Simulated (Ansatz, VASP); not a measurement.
## Ti3Al: VASP beside Ansatz

```
CELL_PARAMETERS angstrom
0.00000 3.14765 3.14765
3.14765 0.00000 3.14765
3.14765 3.14765 0.00000
ATOMIC_POSITIONS crystal
Ti 0.75000 0.75000 0.75000
Ti 0.25000 0.25000 0.25000
Ti 0.00000 0.00000 0.00000
Al 0.50000 0.50000 0.50000
```

Alike in both runs: functional LDA; k mesh 6 × 6 × 6; occupations gaussian, width 0.1 eV; no spin polarisation.

Ansatz relaxed the structure, and its values are those at the end. VASP's run is a single point on that final structure, the one shown.

|  | VASP | Ansatz |
| --- | --- | --- |
| version | VASP 6.6.1 | Ansatz 0.2.0 |
| potentials or method | VASP PAW LDA potentials, release 64 (Ti_sv, Al), cutoff 520 eV | scalar-relativistic, plane waves, PAW |
| valence electrons in the cell | 39 | 39 |

```csv
,VASP,Ansatz,Ansatz less VASP
gap on the k mesh at the Fermi level (eV),none,none,-
pressure (GPa),0.0,0.0,-0.03
```

Ansatz warns that its potentials were made for another functional, while VASP's fit it. LDA's correlation is that of Perdew and Zunger in VASP and of Perdew and Wang (1992) in Ansatz. A gap of «none» marks a metal or a gap that the smearing closes.
